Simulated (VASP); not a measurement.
# GaN (Immm) in VASP: notebook

Runs on GaN. Level: LDA. Tasks: single point.

Program: VASP 6.6.1. These are calculated values, not measurements. Logs are shortened: lines on timing, memory, paths and dates and some standing lists are left out, and cuts for length are marked.

## (1) The cell of the first run

The structure is orthorhombic, space group Immm (No. 71). Conventional cell: a = 3.008 Å, b = 3.031 Å, c = 4.270 Å, α = 90.00°, β = 90.00°, γ = 90.00°. Within 2.8 Å of Ga (site symmetry mmm) lie 6 N at 2.14 Å. N (site symmetry mmm) has 6 Ga at 2.14 Å within 2.8 Å.

## (2) Single point, LDA (strain +0.0075 x Voigt [0, 0, 0, 0, 1, 0])

INCAR reads:

```
SYSTEM = GaN
  ALGO = Normal
  EDIFF = 1E-6
  ENCUT = 1330
  GGA_COMPAT = .FALSE.
  ISIF = 2
  ISMEAR = 0
  LASPH = .TRUE.
  LCHARG = .FALSE.
  LREAL = .FALSE.
  LWAVE = .FALSE.
  NBANDS = 16
  NELM = 120
  PREC = Accurate
  SIGMA = 0.03
```

KPOINTS reads:

```
k-points
0
G
  14 14 14
  0 0 0
```

POSCAR reads:

```
GaN
1.0
    0.0080071312      2.1352350000      2.1352350000
    2.1432421312      0.0000000000      2.1432421312
    2.1352350000      2.1352350000      0.0080071312
Ga N
1 1
Direct
    0.0000000000      0.0000000000      0.0000000000
    0.5000000000      0.5000000000      0.5000000000
```

Potentials or basis: VASP PAW LDA potentials, release 64 (Ga_d, N_h).

The run is started by

```sh
$ cat potpaw_LDA.64/Ga_d/POTCAR potpaw_LDA.64/N_h/POTCAR > POTCAR
$ mpirun -np 1 vasp_std > vasp.out
```

OUTCAR:

```text
SYSTEM = GaN
   EDIFF = 1E-6
   ENCUT = 1330
   ISIF = 2
   ISMEAR = 0
   LASPH = .TRUE.
   LREAL = .FALSE.
   NELM = 120
   PREC = Accurate

 ion  position               nearest neighbor table
   1  0.000  0.000  0.000-   2 2.14   2 2.14   2 2.14   2 2.14   2 2.14   2 2.14
   2  0.500  0.500  0.500-   1 2.14   1 2.14   1 2.14   1 2.14   1 2.14   1 2.14

  LATTYP: Found a body centered orthorhombic cell.
 ALAT       =     3.0083545023
 B/A-ratio  =     1.0075282308
 C/A-ratio  =     1.4195368254

  Lattice vectors:

 A1 = (   0.0080071312,  -2.1352350000,   2.1352350000)
 A2 = (  -0.0080071312,  -2.1352350000,  -2.1352350000)
 A3 = (   2.1352350000,   2.1352350000,   0.0080071312)

Analysis of symmetry for initial positions (statically):
=====================================================================
 Subroutine PRICEL returns:
 Original cell was already a primitive cell.

 Routine SETGRP: Setting up the symmetry group for a
 body centered orthorhombic supercell.

 Subroutine GETGRP returns: Found  8 space group operations
 (whereof  8 operations were pure point group operations)
 out of a pool of  8 trial point group operations.

The static configuration has the point symmetry D_2h.

Analysis of symmetry for dynamics (positions and initial velocities):
=====================================================================
 Subroutine PRICEL returns:
 Original cell was already a primitive cell.

 Routine SETGRP: Setting up the symmetry group for a
 body centered orthorhombic supercell.

 Subroutine GETGRP returns: Found  8 space group operations
 (whereof  8 operations were pure point group operations)
 out of a pool of  8 trial point group operations.

The dynamic configuration has the point symmetry D_2h.

 Subroutine INISYM returns: Found  8 space group operations
 (whereof  8 operations are pure point group operations),
 and found     1 'primitive' translations

----------------------------------------------------------------------------------------

                                     Primitive cell

  volume of cell :      19.4698

  direct lattice vectors                    reciprocal lattice vectors
     0.008007131  2.135235000  2.135235000    -0.235047692  0.234166263  0.235047692
     2.143242131  0.000000000  2.143242131     0.233291420 -0.234166263  0.233291420
     2.135235000  2.135235000  0.008007131     0.235047692  0.234166263 -0.235047692

  length of vectors
     3.019688912  3.031002089  3.019688912     0.406606288  0.404578314  0.406606288

  position of ions in fractional coordinates (direct lattice)
     0.000000000  0.000000000  0.000000000
     0.500000000  0.500000000  0.500000000

  ion indices of the primitive-cell ions
   primitive index   ion index
                 1           1
                 2           2

----------------------------------------------------------------------------------------

 KPOINTS: k-points

Automatic generation of k-mesh.
 Grid dimensions read from file:
 generate k-points for:   14   14   14

 Generating k-lattice:

  Cartesian coordinates                     Fractional coordinates (reciprocal lattice)
    -0.016789121  0.016726162  0.016789121     0.071428571  0.000000000 -0.000000000
     0.016663673 -0.016726162  0.016663673     0.000000000  0.071428571 -0.000000000
     0.016789121  0.016726162 -0.016789121    -0.000000000  0.000000000  0.071428571

  Length of vectors
     0.029043306  0.028898451  0.029043306

  Shift w.r.t. Gamma in fractional coordinates (k-lattice)
     0.000000000  0.000000000  0.000000000

 Subroutine IBZKPT returns following result:
 ===========================================

 Found    428 irreducible k-points:

 Following reciprocal coordinates:
            Coordinates               Weight
  0.000000  0.000000  0.000000      1.000000
  0.071429  0.000000  0.000000      4.000000
  0.142857  0.000000 -0.000000      4.000000
  0.214286  0.000000 -0.000000      4.000000
  0.285714  0.000000  0.000000      4.000000
  0.357143  0.000000  0.000000      4.000000
[... 16 lines left out ...]
 -0.000000  0.142857 -0.000000      4.000000
  0.071429  0.142857 -0.000000      8.000000
 [... further k-points ...]
   k-points           NKPTS =    428   k-points in BZ     NKDIM =    428   number of bands    NBANDS=     16
   number of dos      NEDOS =    301   number of ions     NIONS =      2
   total plane-waves  NPLWV =  46656
   dimension x,y,z NGX =    36 NGY =   36 NGZ =   36
   dimension x,y,z NGXF=    72 NGYF=   72 NGZF=   72
   ions per type =               1   1
   NGX,Y,Z   is equivalent  to a cutoff of  19.82, 19.75, 19.82 a.u.
   NGXF,Y,Z  is equivalent  to a cutoff of  39.64, 39.49, 39.64 a.u.
 SYSTEM =  GaN
   PREC   = accura    normal or accurate (medium, high low for compatibility)
   ISTART =      0    job   : 0-new  1-cont  2-samecut
   ICHARG =      2    charge: 1-file 2-atom 10-const
   ISPIN  =      1    spin polarized calculation?
   LNONCOLLINEAR =      F non collinear calculations
   LSORBIT =      F    spin-orbit coupling
   LASPH  =      T    aspherical Exc in radial PAW
   ENCUT  = 1330.0 eV  97.75 Ry    9.89 a.u.   8.98  9.01  8.98*2*pi/ulx,y,z
   NELM   =    120;   NELMIN=  2; NELMDL= -5     # of ELM steps
   EDIFF  = 0.1E-05   stopping-criterion for ELM
   LREAL  =      F    real-space projection
   EDIFFG = 0.1E-04   stopping-criterion for IOM
   NSW    =      0    number of steps for IOM
   IBRION =     -1    ionic relax: 0-MD 1-quasi-New 2-CG
   NFREE  =      0    steps in history (QN), initial steepest desc. (CG)
   ISIF   =      2    stress and relaxation
   ISYM   =      2    0-nonsym 1-usesym 2-fastsym
   POTIM  = 0.5000    time-step for ionic-motion
   TEBEG  =    0.0;   TEEND  =   0.0 temperature during run
   PSTRESS=    0.0 pullay stress
   NELECT =      18.0000    total number of electrons
   NUPDOWN=      -1.0000    fix difference up-down
   EMIN   =  10.00;   EMAX   =-10.00  energy-range for DOS
   EFERMI =   0.00;   METHOD = LEGACY
   ISMEAR =     0;   SIGMA  =   0.03  broadening in eV -4-tet -1-fermi 0-gaus
   EFERMI_NEDOS =   21; number of points for ismear=-14 and -15
   IALGO  =     38    algorithm
   IMIX   =      4    mixing-type and parameters
     AMIX     =   0.40;   BMIX     =  1.00
     AMIX_MAG =   1.60;   BMIX_MAG =  1.00
  volume/ion in A,a.u.               =       9.73        65.69
  Fermi-wavevector in a.u.,A,eV,Ry     =   1.594821  3.013775 34.605805  2.543455
  Thomas-Fermi vector in A             =   2.692836
   LORBIT       =      0    0 simple, 1 ext, 2 COOP (PROOUT), +10 PAW based schemes
   GGA     = CA    functional components
   LHFCALC =     F    Hartree Fock is set to
   AEXX    =    0.0000 exact exchange contribution
   IVDW    =     0    specifies the selected vdW correction
   LEPSILON=     F    determine dielectric tensor
   LRPA    =     F    only Hartree local field effects (RPA)
 non-spin polarized calculation
 Gauss-broadening in eV      SIGMA  =   0.03
  energy-cutoff  :     1330.00
  volume of cell :       19.47
 maximum number of plane-waves:      2169
   NGX = 17   NGY = 17   NGZ = 17

 number of electron      18.0000001 magnetization

 Free energy of the ion-electron system (eV)
  ---------------------------------------------------
  ext. energy  EPLUGINS =         0.00000000
  ---------------------------------------------------
  free energy    TOTEN  =       -13.04065619 eV

  energy without entropy =      -13.04065619  energy(sigma->0) =      -13.04065619

 E-fermi :   7.7844     XC(G=0): -13.3203

 val. band max:        7.6884698363   @ k =   0.1429   0.3571   0.1429
 cond. band min:       7.8776607150   @ k =   0.5000   0.0000   0.5000
 fundamental gap:      0.1891908787
 Fermi energy:         7.7844309906

 k-point     1 :       0.0000    0.0000    0.0000
  band No.  band energies     occupation
      1      -9.2358      2.00000
      2      -6.4521      2.00000
      3      -6.4514      2.00000
      4      -6.4495      2.00000
      5      -6.3611      2.00000
      6      -6.3608      2.00000
[... 8 lines left out ...]
     15      22.7368      0.00000
     16      22.7686      0.00000

 k-point     2 :       0.0714    0.0000    0.0000
  band No.  band energies     occupation
      1      -9.1371      2.00000
      2      -6.4536      2.00000
      3      -6.4465      2.00000
      4      -6.4442      2.00000
      5      -6.3682      2.00000
      6      -6.3680      2.00000
[... 8 lines left out ...]
     15      22.9176      0.00000
     16      23.0278      0.00000

 k-point     3 :       0.1429    0.0000   -0.0000
  band No.  band energies     occupation
      1      -8.8461      2.00000
      2      -6.4629      2.00000
      3      -6.4429      2.00000
      4      -6.4375      2.00000
      5      -6.3772      2.00000
      6      -6.3750      2.00000
[... 8 lines left out ...]
     15      23.4986      0.00000
     16      23.6431      0.00000

 k-point     4 :       0.2143    0.0000   -0.0000
  band No.  band energies     occupation
      1      -8.3798      2.00000
      2      -6.4750      2.00000
      3      -6.4701      2.00000
      4      -6.4629      2.00000
      5      -6.3542      2.00000
      6      -6.3521      2.00000
[... 8 lines left out ...]
     15      24.4463      0.00000
     16      24.6068      0.00000

 k-point     5 :       0.2857    0.0000    0.0000
  band No.  band energies     occupation
      1      -7.7758      2.00000
      2      -6.5134      2.00000
      3      -6.5065      2.00000
      4      -6.4815      2.00000
      5      -6.3140      2.00000
      6      -6.3130      2.00000
[... 8 lines left out ...]
     15      25.7243      0.00000
     16      25.8953      0.00000

 k-point     6 :       0.3571    0.0000    0.0000
  band No.  band energies     occupation
      1      -7.1236      2.00000
      2      -6.5546      2.00000
      3      -6.5467      2.00000
      4      -6.4636      2.00000
      5      -6.2753      2.00000
      6      -6.2750      2.00000
[... 8 lines left out ...]
     15      27.2779      0.00000
     16      27.4567      0.00000

 k-point     7 :       0.4286    0.0000   -0.0000
  band No.  band energies     occupation
      1      -6.6949      2.00000
      2      -6.5834      2.00000
      3      -6.5749      2.00000
      4      -6.2970      2.00000
      5      -6.2481      2.00000
      6      -6.2478      2.00000
[... 8 lines left out ...]
     15      28.9837      0.00000
     16      29.1658      0.00000

 k-point     8 :       0.5000    0.0000    0.0000
  band No.  band energies     occupation
      1      -6.6286      2.00000
      2      -6.5937      2.00000
      3      -6.5849      2.00000
      4      -6.2384      2.00000
      5      -6.2380      2.00000
      6      -6.1059      2.00000
[... 8 lines left out ...]
     15      30.1209      0.00000
     16      30.2999      0.00000

 k-point     9 :      -0.0000    0.0714   -0.0000
  band No.  band energies     occupation
      1      -9.1381      2.00000
      2      -6.4553      2.00000
      3      -6.4470      2.00000
      4      -6.4441      2.00000
      5      -6.3675      2.00000
      6      -6.3667      2.00000
[... 8 lines left out ...]
     15      22.9870      0.00000
     16      23.0637      0.00000
[... 172 lines left out ...]
 k-point    19 :      -0.2857    0.0714   -0.0000
  band No.  band energies     occupation
      1      -7.5399      2.00000
      2      -6.5365      2.00000
      3      -6.5275      2.00000
      4      -6.4564      2.00000
      5      -6.3206      2.00000
      6      -6.2216      2.00000
[... 8 lines left out ...]
     15      25.4028      0.00000
     16      27.4451      0.00000

 k-point    20 :      -0.2143    0.0714   -0.0000
  band No.  band energies     occupation
      1      -8.1321      2.00000
      2      -6.4929      2.00000
      3      -6.4846      2.00000
      4      -6.4662      2.00000
      5      -6.3653      2.00000
      6      -6.2877      2.00000
[... 8 lines left out ...]
     15      24.0546      0.00000
     16      26.1742      0.00000

 k-point    21 :      -0.1429    0.0714   -0.0000
  band No.  band energies     occupation
      1      -8.6327      2.00000
      2      -6.4713      2.00000
      3      -6.4497      2.00000
      4      -6.4391      2.00000
      5      -6.4031      2.00000
      6      -6.3330      2.00000
[... 8 lines left out ...]
     15      23.4831      0.00000
     16      25.1080      0.00000

 k-point    22 :      -0.0714    0.0714   -0.0000
  band No.  band energies     occupation
      1      -8.9770      2.00000
      2      -6.4612      2.00000
      3      -6.4400      2.00000
      4      -6.4359      2.00000
      5      -6.3933      2.00000
      6      -6.3568      2.00000
[... 8 lines left out ...]
     15      23.3633      0.00000
     16      24.2177      0.00000

 k-point    23 :      -0.0000    0.1429   -0.0000
  band No.  band energies     occupation
      1      -8.8498      2.00000
      2      -6.4644      2.00000
      3      -6.4460      2.00000
      4      -6.4405      2.00000
      5      -6.3735      2.00000
      6      -6.3711      2.00000
[... 8 lines left out ...]
     15      23.5414      0.00000
     16      23.6863      0.00000

 k-point    24 :       0.0714    0.1429   -0.0000
  band No.  band energies     occupation
      1      -8.8863      2.00000
      2      -6.4684      2.00000
      3      -6.4380      2.00000
      4      -6.4318      2.00000
      5      -6.3965      2.00000
      6      -6.3511      2.00000
[... 8 lines left out ...]
     15      24.4731      0.00000
     16      24.9108      0.00000

 [... further k-points ...]
[... 5 lines left out ...]
  --------------------------------------------------------------------------------------
  -------------------------------------------------------------------------------------
  Total       -1.5431853     -1.5440300     -1.5431853      0.0000000      0.0000000     -0.1900334
  in kB     -126.9894766   -127.0589902   -126.9894766      0.0000000      0.0000000    -15.6379416
  external PRESSURE =    -127.0126478 kB  Pullay stress =       0.0000000 kB

 VOLUME and BASIS-vectors are now :
 -----------------------------------------------------------------------------
  energy-cutoff  :     1330.00
  volume of cell :       19.47
      direct lattice vectors                 reciprocal lattice vectors
     0.008007131  2.135235000  2.135235000    -0.235047692  0.234166263  0.235047692
     2.143242131  0.000000000  2.143242131     0.233291420 -0.234166263  0.233291420
     2.135235000  2.135235000  0.008007131     0.235047692  0.234166263 -0.235047692

 POSITION                                       TOTAL-FORCE (eV/Angst)
 -----------------------------------------------------------------------------------
      0.00000      0.00000      0.00000         0.000000      0.000000      0.000000
      2.14324      2.13524      2.14324        -0.000000     -0.000000     -0.000000
 -----------------------------------------------------------------------------------
    total drift:                                0.000000      0.000000      0.000000

  FREE ENERGIE OF THE ION-ELECTRON SYSTEM (eV)
  ---------------------------------------------------
  free  energy   TOTEN  =       -13.0406561949 eV

  energy  without entropy=      -13.0406561932  energy(sigma->0) =      -13.04065619
```

It took 6.2 min on 1 thread of Intel Xeon Platinum 8488C (Sapphire Rapids), shared host; peak memory 0.6 GiB.

What came out:

| Quantity | Value |
| --- | --- |
| Free energy | -13.0407 eV |
| Pressure | -12.7 GPa |
| Band gap on the k mesh | 0.19 eV (least direct gap 2.40 eV) |

Stress tensor (GPa, compression positive):
```
-12.70   0.00  -1.56
  0.00 -12.71   0.00
 -1.56   0.00 -12.70
```

Levels at points of the mesh, in eV from the valence-band top:
```csv
k point,band 5,band 6,band 7,band 8,band 9,band 10,band 11,band 12,band 13,band 14
"(0.00, 0.00, 0.00)",-14.05,-14.05,-0.58,-0.53,-0.48,1.92,14.33,14.44,14.55,15.04
"(0.50, 0.00, 0.00)",-13.93,-13.79,-8.18,-0.24,-0.21,4.46,8.61,8.66,8.80,15.87
"(0.00, 0.50, 0.00)",-13.93,-13.83,-8.25,-0.20,-0.17,4.54,8.71,8.76,8.79,15.93
"(0.50, 0.50, 0.00)",-13.88,-10.96,-6.97,-3.00,-3.00,0.19,7.70,11.43,13.84,13.84
"(0.50, 0.00, 0.50)",-13.88,-10.96,-6.97,-3.07,-2.93,0.19,7.70,11.43,13.81,13.87
```

Caveat: the cell differs from its parent crystal (strain +0.0075 x Voigt [0, 0, 0, 0, 1, 0]); the cell stands under tension; semilocal functionals underestimate gaps, and a narrow one can read as zero. A k mesh can miss the band edges.

## (3) Single point, LDA (strain -0.0100 x Voigt [0, 0, 0, 0, 1, 0])

INCAR reads:

```
SYSTEM = GaN
ALGO = Normal
EDIFF = 1E-6
ENCUT = 1330
GGA_COMPAT = .FALSE.
ISIF = 2
ISMEAR = 0
LASPH = .TRUE.
LCHARG = .FALSE.
LREAL = .FALSE.
LWAVE = .FALSE.
NBANDS = 16
NELM = 120
PREC = Accurate
SIGMA = 0.03
```

KPOINTS is that of step 2.

POSCAR reads:

```
GaN
1.0
   -0.0106761750      2.1352350000      2.1352350000
    2.1245588250      0.0000000000      2.1245588250
    2.1352350000      2.1352350000     -0.0106761750
Ga N
1 1
Direct
    0.0000000000      0.0000000000      0.0000000000
    0.5000000000      0.5000000000      0.5000000000
```

Potentials or basis: VASP PAW LDA potentials, release 64 (Ga_d, N_h).

The run is started by

```sh
$ cat potpaw_LDA.64/Ga_d/POTCAR potpaw_LDA.64/N_h/POTCAR > POTCAR
$ mpirun -np 1 vasp_std > vasp.out
```

Wall time 5.8 min (1 thread of Intel Xeon Platinum 8259CL at 2.50GHz (Skylake/Cascade Lake), shared host); peak memory 0.6 GiB.

Results (log left out):

```yaml
Free_energy: -13.0401 eV
Pressure: -12.7 GPa
Band_gap_on_the_k_mesh: 0.18 eV (least direct gap 2.38 eV)
```

Stress tensor (GPa, compression positive):
```
-12.69   0.00   2.09
  0.00 -12.72   0.00
  2.09   0.00 -12.69
```

Levels at points of the mesh, in eV from the valence-band top:
```csv
k point,band 7,band 8,band 9,band 10,band 11,band 12
"(0.00, 0.00, 0.00)",-0.60,-0.54,-0.47,1.91,14.29,14.43
"(0.50, 0.00, 0.00)",-8.27,-0.21,-0.17,4.55,8.71,8.78
"(0.00, 0.50, 0.00)",-8.18,-0.26,-0.22,4.43,8.57,8.64
"(0.50, 0.50, 0.00)",-6.99,-3.01,-3.01,0.18,7.69,11.41
"(0.50, 0.00, 0.50)",-6.99,-3.10,-2.91,0.18,7.69,11.42
```

Caveat: the cell differs from its parent crystal (strain -0.0100 x Voigt [0, 0, 0, 0, 1, 0]); the cell stands under tension; semilocal functionals underestimate gaps, and a narrow one can read as zero. A k mesh can miss the band edges.

(Continued in part 2 of 2.)
